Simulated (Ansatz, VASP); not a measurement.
Two plane-wave programs on InBi2Sb3

POSCAR

```
InBi2Sb3
1.0
    3.2612830242     -5.4748637586      0.0000000000
    3.2612830242      5.4748637586      0.0000000000
    0.0000000000      0.0000000000      5.4159841309
In Bi Sb
1 2 3
Direct
    0.5000000000      0.5000000000      0.0000000000
    0.0000000000      0.5000000000      0.5000000000
    0.5000000000      0.0000000000      0.5000000000
    0.1442740281      0.8557259719      0.0000000000
    0.8557259719      0.1442740281      0.0000000000
    0.0000000000      0.0000000000      0.5000000000
```

The input INCAR.step1:

```
SYSTEM = InBi2Sb3
ALGO = Normal
EDIFF = 1E-5
ENCUT = 550
GGA = PE
GGA_COMPAT = .FALSE.
ISMEAR = -1
LASPH = .TRUE.
LCHARG = .FALSE.
LREAL = .FALSE.
LWAVE = .TRUE.
NBANDS = 38
NELM = 120
PREC = Accurate
SIGMA = 0.03
```

Contents of INCAR.step2:

```
SYSTEM = InBi2Sb3
ALGO = Normal
BPARAM = 11.95
CPARAM = 0.0093
EDIFF = 1E-6
ENCUT = 550
GGA_COMPAT = .FALSE.
ISIF = 2
ISMEAR = -1
ISTART = 1
IVDW_NL = 2
LASPH = .TRUE.
LCHARG = .FALSE.
LMIXTAU = .TRUE.
LREAL = .FALSE.
LUSE_VDW = .TRUE.
LWAVE = .FALSE.
METAGGA = R2SCAN
NBANDS = 38
NELM = 120
PREC = Accurate
SIGMA = 0.03
```

The input KPOINTS:

```
k-points
0
G
  6 6 6
  0 0 0
```

Input for Ansatz:

```yaml
crystal:
  lattice:
    - [3.2612830242, -5.4748637586, 0.0]
    - [3.2612830242, 5.4748637586, 0.0]
    - [0.0, 0.0, 5.4159841309]
  atoms:
    - { symbol: In, position: [0.5, 0.5, 0.0] }
    - { symbol: Bi, position: [0.0, 0.5, 0.5] }
    - { symbol: Bi, position: [0.5, 0.0, 0.5] }
    - { symbol: Sb, position: [0.1442740281, 0.8557259719, 0.0] }
    - { symbol: Sb, position: [0.8557259719, 0.1442740281, 0.0] }
    - { symbol: Sb, position: [0.0, 0.0, 0.5] }
kpoints:
  mp_grid: { grid: [6, 6, 6] }
  band_path:
    path:
      - [0.0, 0.0, 0.0]
      - [-0.5, 0.5, 0.0]
      - [-0.3387095458, 0.6612904542, 0.0]
      - [0.3387095458, 0.3387095458, 0.0]
      - [0.0, 0.0, 0.5]
      - [0.3387095458, 0.3387095458, 0.5]
      - [-0.3387095458, 0.6612904542, 0.5]
      - [-0.5, 0.5, 0.5]
      - [0.0, 0.5, 0.0]
    npoints: 1
hamiltonian:
  xc: r2scan
  dispersion: rvv10
scf:
  occupations: { method: fermi_dirac, width: 0.03 }
  n_extra_bands: 5
output:
  forces: true
  stress: true
  eigenvalues: true
```

Alike in both runs: task single point; functional r2SCAN; dispersion rVV10; k mesh 6 × 6 × 6; occupations fermi-dirac, width 0.03 eV; no spin polarisation.

|  | VASP | Ansatz |
| --- | --- | --- |
| version | VASP 6.6.1 | Ansatz 0.2.0 |
| potentials or method | VASP PAW PBE potentials, release 64 (In_d, Bi_d, Sb) | plane waves, PAW |
| plane-wave cutoff (eV) | 550 | 500 |
| valence electrons in the cell | 58 | 88 |

|  | VASP | Ansatz | Ansatz less VASP |
| --- | --- | --- | --- |
| pressure (GPa) | 0.8 | 0.7 | -0.16 |
| traceless stress, the component that is largest in VASP (GPa) | -0.27 | -0.27 | -0.006 |
| rms of the force components (eV/Å) | 0.073 | 0.078 | +0.0051 |

VASP's potentials were made for PBE, not for r2SCAN. Atom by atom the forces differ by 0.005 eV/Å (rms over components). VASP's potentials hold 58 valence electrons a cell and Ansatz's 88, so a difference there can come from the potentials and not from the codes.

Spin-orbit coupling is off throughout.
